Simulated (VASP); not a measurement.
# Ti4C in VASP: relaxation of the atoms with PBE

Aim: the relaxation of the atoms of Ti4C with PBE.

Everything below comes from runs of VASP 6.6.1. Logs are shortened: lines on timing, memory, paths and dates and some standing lists are left out, and cuts for length are marked.

## 1. The cell of the first run

The cell holds a slab with vacuum, 5 atoms: a = 2.938 Å, b = 2.938 Å, c = 22.405 Å, α = 90.00°, β = 90.00°, γ = 120.00°.

## 2. Relaxation of the atoms, PBE

INCAR

```
SYSTEM = Ti4C
  PREC = Accurate
  ENCUT = 520
  EDIFF = 1E-7
  ISMEAR = 0
  SIGMA = 0.1
  LREAL = .FALSE.
  LASPH = .TRUE.
  NELM = 80
  ALGO = Normal
  ISIF = 2
  LWAVE = .FALSE.
  LCHARG = .FALSE.
  LDIPOL = .TRUE.
  IDIPOL = 3
  DIPOL = 0.5 0.5 0.375
  GGA = PE
  IBRION = 2
  NSW = 36
  EDIFFG = -0.025
```

KPOINTS

```
regular mesh
0
G
  9 9 1
  0 0 0
```

POSCAR

```
Ti4C
1.0
    2.9384580613      0.0000000000      0.0000000000
   -1.4692290307      2.5447793290      0.0000000000
    0.0000000000      0.0000000000     22.4046135985
Ti C
4 1
Selective dynamics
Direct
    0.6666666667      0.3333333333      0.1785346568  F F F
    0.3333333333      0.6666666667      0.2823220753  F F F
    0.6666666667      0.3333333333      0.3901862329  F F F
    0.3333333333      0.6666666667      0.4867128616  F F F
    1.0000000000      1.0000000000      0.5384879121  F F T
```

Potentials or basis: VASP PAW PBE potentials, release 64 (Ti_sv, C).

Launch:

```
$ cat potpaw_PBE.64/Ti_sv/POTCAR potpaw_PBE.64/C/POTCAR > POTCAR
$ mpirun -np 1 vasp_std > vasp.out
```

OUTCAR:

```text
SYSTEM = Ti4C
   PREC = Accurate
   ENCUT = 520
   EDIFF = 1E-7
   ISMEAR = 0
   LREAL = .FALSE.
   LASPH = .TRUE.
   NELM = 80
   ISIF = 2
   GGA = PE
   IBRION = 2
   NSW = 36
   EDIFFG = -0.025

 ion  position               nearest neighbor table
   1  0.667  0.333  0.179-   2 2.88   2 2.88   2 2.88
   2  0.333  0.667  0.282-   1 2.88   1 2.88   1 2.88
   3  0.667  0.333  0.390-   4 2.75   4 2.75   4 2.75
   4  0.333  0.667  0.487-   5 2.06   5 2.06   5 2.06   3 2.75   3 2.75   3 2.75
   5  0.000  0.000  0.538-   4 2.06   4 2.06   4 2.06

  LATTYP: Found a hexagonal cell.
 ALAT       =     2.9384580613
 C/A-ratio  =     7.6246157444

  Lattice vectors:

 A1 = (   2.9384580613,   0.0000000000,   0.0000000000)
 A2 = (  -1.4692290307,   2.5447793290,   0.0000000000)
 A3 = (   0.0000000000,   0.0000000000,  22.4046135985)

Analysis of symmetry for initial positions (statically):
=====================================================================
 Subroutine PRICEL returns:
 Original cell was already a primitive cell.

 Routine SETGRP: Setting up the symmetry group for a
 hexagonal supercell.

 Subroutine GETGRP returns: Found  6 space group operations
 (whereof  6 operations were pure point group operations)
 out of a pool of 24 trial point group operations.

The static configuration has the point symmetry C_3v.

Analysis of symmetry for dynamics (positions and initial velocities):
=====================================================================
 Subroutine PRICEL returns:
 Original cell was already a primitive cell.

 Routine SETGRP: Setting up the symmetry group for a
 hexagonal supercell.

 Subroutine GETGRP returns: Found  6 space group operations
 (whereof  6 operations were pure point group operations)
 out of a pool of 24 trial point group operations.

The dynamic configuration has the point symmetry C_3v.

Analysis of constrained symmetry for selective dynamics:
=====================================================================
 Subroutine PRICEL returns:
 Original cell was already a primitive cell.

 Routine SETGRP: Setting up the symmetry group for a
 hexagonal supercell.

 Subroutine GETGRP returns: Found  6 space group operations
 (whereof  6 operations were pure point group operations)
 out of a pool of 24 trial point group operations.

The constrained configuration has the point symmetry C_3v.

 Subroutine INISYM returns: Found  6 space group operations
 (whereof  6 operations are pure point group operations),
 and found     1 'primitive' translations

----------------------------------------------------------------------------------------

                                     Primitive cell

  volume of cell :     167.5356

  direct lattice vectors                    reciprocal lattice vectors
     2.938458061  0.000000000  0.000000000     0.340314539  0.196480691  0.000000000
    -1.469229031  2.544779329  0.000000000     0.000000000  0.392961381  0.000000000
     0.000000000  0.000000000 22.404613598     0.000000000  0.000000000  0.044633664

  length of vectors
     2.938458061  2.938458061 22.404613598     0.392961381  0.392961381  0.044633664

  position of ions in fractional coordinates (direct lattice)
     0.666666667  0.333333333  0.178534657
     0.333333333  0.666666667  0.282322075
     0.666666667  0.333333333  0.390186233
     0.333333333  0.666666667  0.486712862
     0.000000000  0.000000000  0.538487912

  ion indices of the primitive-cell ions
   primitive index   ion index
                 1           1
                 2           2
                 3           3
                 4           4
                 5           5

----------------------------------------------------------------------------------------

 KPOINTS: regular mesh

Automatic generation of k-mesh.
 Grid dimensions read from file:
 generate k-points for:    9    9    1

 Generating k-lattice:

  Cartesian coordinates                     Fractional coordinates (reciprocal lattice)
     0.037812727  0.021831188  0.000000000     0.111111111  0.000000000  0.000000000
     0.000000000  0.043662376  0.000000000     0.000000000  0.111111111  0.000000000
     0.000000000  0.000000000  0.044633664     0.000000000  0.000000000  1.000000000

  Length of vectors
     0.043662376  0.043662376  0.044633664

  Shift w.r.t. Gamma in fractional coordinates (k-lattice)
     0.000000000  0.000000000  0.000000000

 Subroutine IBZKPT returns following result:
 ===========================================

 Found     12 irreducible k-points:

 Following reciprocal coordinates:
            Coordinates               Weight
  0.000000  0.000000  0.000000      1.000000
  0.111111 -0.000000  0.000000      6.000000
  0.222222  0.000000  0.000000      6.000000
  0.333333 -0.000000  0.000000      6.000000
  0.444444  0.000000  0.000000      6.000000
  0.111111  0.111111  0.000000      6.000000
  0.222222  0.111111  0.000000     12.000000
  0.333333  0.111111  0.000000     12.000000
  0.444444  0.111111  0.000000      6.000000
  0.222222  0.222222  0.000000      6.000000
  0.333333  0.222222  0.000000     12.000000
  0.333333  0.333333  0.000000      2.000000
   k-points           NKPTS =     12   k-points in BZ     NKDIM =     12   number of bands    NBANDS=     31
   number of dos      NEDOS =    301   number of ions     NIONS =      5
   total plane-waves  NPLWV =  96768
   dimension x,y,z NGX =    24 NGY =   24 NGZ =  168
   dimension x,y,z NGXF=    48 NGYF=   48 NGZF=  336
   ions per type =               4   1
   NGX,Y,Z   is equivalent  to a cutoff of  13.58, 13.58, 12.47 a.u.
   NGXF,Y,Z  is equivalent  to a cutoff of  27.16, 27.16, 24.93 a.u.
 SYSTEM =  Ti4C
   PREC   = accura    normal or accurate (medium, high low for compatibility)
   ISTART =      0    job   : 0-new  1-cont  2-samecut
   ICHARG =      2    charge: 1-file 2-atom 10-const
   ISPIN  =      1    spin polarized calculation?
   LNONCOLLINEAR =      F non collinear calculations
   LSORBIT =      F    spin-orbit coupling
   LASPH  =      T    aspherical Exc in radial PAW
   ENCUT  =  520.0 eV  38.22 Ry    6.18 a.u.   5.46  5.46 41.66*2*pi/ulx,y,z
   NELM   =     80;   NELMIN=  2; NELMDL= -5     # of ELM steps
   EDIFF  = 0.1E-06   stopping-criterion for ELM
   LREAL  =      F    real-space projection
   EDIFFG = -.3E-01   stopping-criterion for IOM
   NSW    =     36    number of steps for IOM
   IBRION =      2    ionic relax: 0-MD 1-quasi-New 2-CG
   NFREE  =      1    steps in history (QN), initial steepest desc. (CG)
   ISIF   =      2    stress and relaxation
   ISYM   =      2    0-nonsym 1-usesym 2-fastsym
   POTIM  = 0.5000    time-step for ionic-motion
   TEBEG  =    0.0;   TEEND  =   0.0 temperature during run
   PSTRESS=    0.0 pullay stress
   NELECT =      52.0000    total number of electrons
   NUPDOWN=      -1.0000    fix difference up-down
   EMIN   =  10.00;   EMAX   =-10.00  energy-range for DOS
   EFERMI =   0.00;   METHOD = LEGACY
   ISMEAR =     0;   SIGMA  =   0.10  broadening in eV -4-tet -1-fermi 0-gaus
   EFERMI_NEDOS =   21; number of points for ismear=-14 and -15
   IALGO  =     38    algorithm
   IMIX   =      4    mixing-type and parameters
     AMIX     =   0.40;   BMIX     =  1.00
     AMIX_MAG =   1.60;   BMIX_MAG =  1.00
  volume/ion in A,a.u.               =      33.51       226.12
  Fermi-wavevector in a.u.,A,eV,Ry     =   1.108427  2.094622 16.716246  1.228609
  Thomas-Fermi vector in A             =   2.244954
   LORBIT       =      0    0 simple, 1 ext, 2 COOP (PROOUT), +10 PAW based schemes
   GGA     = PE    functional components
   LHFCALC =     F    Hartree Fock is set to
   AEXX    =    0.0000 exact exchange contribution
   IVDW    =     0    specifies the selected vdW correction
   LEPSILON=     F    determine dielectric tensor
   LRPA    =     F    only Hartree local field effects (RPA)
 conjugate gradient relaxation of ions
 non-spin polarized calculation
 Gauss-broadening in eV      SIGMA  =   0.10
  energy-cutoff  :      520.00
  volume of cell :      167.54
 maximum number of plane-waves:      4595
 NGX is ok and might be reduce to    24
   NGX = 11   NGY = 11   NGZ = 83

 dipolmoment           0.000000      0.000000     -0.024002 electrons x Angstroem

--------------------------------------- Ionic step        1  -------------------------------------------

 number of electron      51.9999992 magnetization

 Free energy of the ion-electron system (eV)
  ---------------------------------------------------
  ext. energy  EPLUGINS =         0.00000000
  ---------------------------------------------------
  free energy    TOTEN  =       -36.67629516 eV

  energy without entropy =      -36.62468456  energy(sigma->0) =      -36.65048986

------------------------ aborting loop because EDIFF is reached ----------------------------------------

  FORCE on cell =-STRESS in cart. coord.  units (eV):
  Direction    XX          YY          ZZ          XY          YZ          ZX
  --------------------------------------------------------------------------------------
  -------------------------------------------------------------------------------------
  Total        1.5133369      1.5133369     -1.8890421     -0.0000000      0.0000000      0.0000000
  in kB       14.4723522     14.4723522    -18.0652984     -0.0000000      0.0000000      0.0000000
  external PRESSURE =       3.6264687 kB  Pullay stress =       0.0000000 kB
[... 102 lines left out ...]
  energy  without entropy=      -36.8996375761  energy(sigma->0) =      -36.92458199

--------------------------------------- Ionic step        4  -------------------------------------------

 number of electron      51.9999992 magnetization

 dipolmoment           0.000000      0.000000      0.092559 electrons x Angstroem

 Free energy of the ion-electron system (eV)
  ---------------------------------------------------
  ext. energy  EPLUGINS =         0.00000000
  ---------------------------------------------------
  free energy    TOTEN  =       -36.95048914 eV

  energy without entropy =      -36.89996725  energy(sigma->0) =      -36.92522820

 E-fermi :   0.5200     XC(G=0):  -5.9512

 val. band max:        0.4732011639   @ k =   0.2222   0.1111   0.0000
 cond. band min:       0.5298024533   @ k =   0.1111   0.1111   0.0000
 fundamental gap:      0.0566012894
 Fermi energy:         0.5199623921

 k-point     1 :       0.0000    0.0000    0.0000
  band No.  band energies     occupation
      1     -56.4627      2.00000
      2     -56.2469      2.00000
      3     -56.1667      2.00000
      4     -54.7652      2.00000
      5     -32.8747      2.00000
      6     -32.6053      2.00000
[... 397 lines left out ...]
     30       1.0287      0.00000
     31       1.3254      0.00000

------------------------ aborting loop because EDIFF is reached ----------------------------------------

 vacuum level on the upper side and lower side of the slab       (xc-potential included)         0.962        -1.284

  FORCE on cell =-STRESS in cart. coord.  units (eV):
  Direction    XX          YY          ZZ          XY          YZ          ZX
  --------------------------------------------------------------------------------------
  -------------------------------------------------------------------------------------
  Total        4.9621385      4.9621385      0.5758119     -0.0000000     -0.0000000      0.0000000
  in kB       47.4539513     47.4539513      5.5066081     -0.0000000     -0.0000000      0.0000000
  external PRESSURE =      33.4715036 kB  Pullay stress =       0.0000000 kB

 VOLUME and BASIS-vectors are now :
 -----------------------------------------------------------------------------
  energy-cutoff  :      520.00
  volume of cell :      167.54
      direct lattice vectors                 reciprocal lattice vectors
     2.938458061  0.000000000  0.000000000     0.340314539  0.196480691  0.000000000
    -1.469229031  2.544779329  0.000000000     0.000000000  0.392961381  0.000000000
     0.000000000  0.000000000 22.404613598     0.000000000  0.000000000  0.044633664
[... 11 lines left out ...]
  FREE ENERGIE OF THE ION-ELECTRON SYSTEM (eV)
  ---------------------------------------------------
  free  energy   TOTEN  =       -36.9504891394 eV

  energy  without entropy=      -36.8999672530  energy(sigma->0) =      -36.92522820

 reached required accuracy - stopping structural energy minimisation

 vacuum level on the upper side and lower side of the slab         7.054         4.751
```

It took 8.9 min on 1 thread of Intel Xeon 8259CL, shared host; peak memory 0.33 GiB.

Results:

```
Free energy               : -36.9505 eV
Energy gained by relaxing : 54.8 meV/atom
Ionic steps               : 4
Band gap on the k mesh    : zero (bands 26 and 27 overlap by 0.50 eV)
```

Step by step:
| step | energy change (eV) | largest force on free atoms (eV/Å) | pressure (GPa) |
| --- | --- | --- | --- |
| 1 | 0.0000 | 1.9132 | 0.36 |
| 2 | -0.1601 | 1.4811 | 1.37 |
| 3 | -0.2732 | 0.1366 | 3.15 |
| 4 | -0.2742 | 0.0007 | 3.35 |

Final structure:
```yaml
crystal:
  lattice:
    - [2.93846, 0.00000, 0.00000]
    - [-1.46923, 2.54478, 0.00000]
    - [0.00000, 0.00000, 22.40461]
  atoms:
    - { symbol: Ti, position: [0.66667, 0.33333, 0.17853] }
    - { symbol: Ti, position: [0.33333, 0.66667, 0.28232] }
    - { symbol: Ti, position: [0.66667, 0.33333, 0.39019] }
    - { symbol: Ti, position: [0.33333, 0.66667, 0.48671] }
    - { symbol: C, position: [0.00000, 0.00000, 0.52758] }
```

The gap in the log of VASP goes by the Fermi energy; the results here count the filled bands.